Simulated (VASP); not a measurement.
WC, 2 atoms in the cell. It takes space group Fm-3m (No. 225, cubic). Conventional cell: a = 4.385 Å, b = 4.385 Å, c = 4.385 Å, α = 90.00°, β = 90.00°, γ = 90.00°. W (site symmetry m-3m) has 6 C at 2.19 Å within 2.9 Å. C (site symmetry m-3m) has 6 W at 2.19 Å within 2.9 Å. 

```yaml
Program: VASP 6.6.1
Task: single point
Functional: r2SCAN
Potentials_or_basis: VASP PAW PBE potentials, release 64 (W_sv, C)
Cutoff: 660 eV
k_mesh: 7 × 7 × 7
Occupations: fermi-dirac, width 0.05 eV
Spin: non-collinear spin, zero start, spin-orbit coupling
Starting_moments: "[[0.0, 0.0, 0.0], [0.0, 0.0, 0.0]] μB"
Dipole_correction: no
Further_INCAR_settings: ALGO = Normal; EDIFF = 1e-06; NBANDS = 30
```

Potentials or basis: VASP PAW PBE potentials, release 64 (W_sv, C).

The run is started by

```bash
$ cat potpaw_PBE.64/W_sv/POTCAR potpaw_PBE.64/C/POTCAR > POTCAR
$ cp INCAR.step1 INCAR
$ mpirun -np 1 vasp_ncl > vasp.out
$ cp INCAR.step2 INCAR
$ mpirun -np 1 vasp_ncl > vasp.out
```

Hardware: 1 thread of AMD EPYC 7R43 64-Core Processor (Zen 3) (shared host).

**Question.** How long does it take, and how much memory?

**Answer.** Wall time 4 min on 1 thread of AMD EPYC 7R43 64-Core Processor (Zen 3), on a shared host, peak memory 0.26 GiB. Counts: k points 20.
